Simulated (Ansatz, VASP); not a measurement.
## NaI in VASP and in Ansatz

```xyz
2
Lattice="0.0000 2.8273 4.2409 2.8273 0.0000 4.2409 2.8273 2.8273 0.0000" Properties=species:S:1:pos:R:3 pbc="T T T"
Na    0.0000    0.0000    0.0000
I     2.8273    2.8273    4.2409
```

Alike in both runs: task single point; functional r2SCAN; k mesh 8 × 8 × 8; occupations gaussian, width 0.05 eV; no spin polarisation.

|  | VASP | Ansatz |
| --- | --- | --- |
| version | VASP 6.6.1 | Ansatz 0.2.0 |
| potentials or method | VASP PAW PBE potentials, release 64 (Na_pv, I), cutoff 520 eV | scalar-relativistic, plane waves, PAW |
| valence electrons in the cell | 14 | 26 |

Ansatz gave:

| Item | Value |
| --- | --- |
| gap on the k mesh at the Fermi level (eV) | 4.32 |
| least direct gap on the mesh (eV) | 4.40 |
| pressure (GPa) | 6.0 |
| traceless stress, the component that is largest in VASP (GPa) | -7.24 |

Q: What did VASP give for the same quantities?

A: gap on the k mesh at the Fermi level (eV): 4.31; least direct gap on the mesh (eV): 4.38; pressure (GPa): 5.9; traceless stress, the component that is largest in VASP (GPa): -7.20.

VASP's potentials were made for PBE, not for r2SCAN. With one functional, cell and mesh, what is left measures potentials, basis and numerics. VASP's potentials hold 14 valence electrons a cell and Ansatz's 26, so a difference there can come from the potentials and not from the codes.

Neither program's run includes spin-orbit coupling.
